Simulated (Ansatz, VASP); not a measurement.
Two plane-wave programs on Sn

INCAR

```
SYSTEM = Sn
PREC = Accurate
ENCUT = 520
EDIFF = 1E-6
ISMEAR = 0
SIGMA = 0.15
LREAL = .FALSE.
LASPH = .TRUE.
NELM = 100
ALGO = Normal
ISIF = 2
LWAVE = .FALSE.
LCHARG = .FALSE.
GGA = PS
NBANDS = 21
```

File KPOINTS:

```
regular mesh
0
G
  12 12 12
  0 0 0
```

Contents of POSCAR:

```
Sn
1.0
    0.0000000000      3.2456000000      3.2456000000
    3.2456000000      0.0000000000      3.2456000000
    3.2456000000      3.2456000000      0.0000000000
Sn
2
Direct
    0.5000000000      0.5000000000      0.5000000000
    0.7500000000      0.7500000000      0.7500000000
```

Input for Ansatz:

```yaml
crystal:
  lattice:
    - [0.0, 3.2456, 3.2456]
    - [3.2456, 0.0, 3.2456]
    - [3.2456, 3.2456, 0.0]
  atoms:
    - { symbol: Sn, position: [0.5, 0.5, 0.5] }
    - { symbol: Sn, position: [0.75, 0.75, 0.75] }
basis:
  ecutwfc: 420
kpoints:
  mp_grid: { grid: [12, 12, 12] }
hamiltonian:
  xc: pbesol
scf:
  occupations: { method: gaussian, width: 0.15 }
output:
  forces: true
  stress: true
  eigenvalues: true
```

Alike in both runs: task single point; functional PBEsol; k mesh 12 × 12 × 12; occupations gaussian, width 0.15 eV; no spin polarisation.

```csv
,VASP,Ansatz
version,VASP 6.6.1,Ansatz 0.2.0
potentials or method,"VASP PAW PBE potentials, release 64 (Sn_d), cutoff 520 eV","scalar-relativistic, plane waves, PAW"
valence electrons in the cell,28,28
```

|  | VASP | Ansatz | Ansatz less VASP |
| --- | --- | --- | --- |
| gap on the k mesh at the Fermi level (eV) | none | none | - |
| pressure (GPa) | 0.9 | 1.0 | +0.07 |

VASP's potentials were made for PBE, not for PBEsol. A gap of «none» marks a metal or a gap that the smearing closes.
